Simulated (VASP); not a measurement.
MnS (rocksalt type), 2 atoms in the cell. The structure is cubic, space group Fm-3m (No. 225). The conventional cell has a = 5.152 Å, b = 5.152 Å, c = 5.152 Å, α = 90.00°, β = 90.00°, γ = 90.00°. Mn (site symmetry m-3m) has 6 S at 2.58 Å within 3.4 Å. Within 3.4 Å of S (site symmetry m-3m) lie 6 Mn at 2.58 Å. 

* Program: VASP 6.6.1
* Task: electric field gradients
* Functional: PBE
* Potentials or basis: VASP PAW PBE potentials, release 64 (Mn_pv, S)
* Cutoff: 520 eV
* k mesh: 16 × 16 × 16
* Occupations: fermi-dirac, width 0.08 eV
* Spin: collinear spin, ferromagnetic start
* Starting moments: [4.0, 0.0] μB
* Dipole correction: no
* Further INCAR settings: ALGO = Normal; EDIFF = 1e-08; NBANDS = 20

Potentials or basis: VASP PAW PBE potentials, release 64 (Mn_pv, S).

The run is started by

```console
$ cat potpaw_PBE.64/Mn_pv/POTCAR potpaw_PBE.64/S/POTCAR > POTCAR
$ mpirun -np 1 vasp_std > vasp.out
```

Hardware: 1 thread of Intel Xeon 8259CL (shared host).

Question: Estimate the wall time of this run.

Answer: It took 5.8 min on 1 thread of Intel Xeon 8259CL, on a shared host, peak memory 0.28 GiB. Counts: scf iterations 19, k points 145.
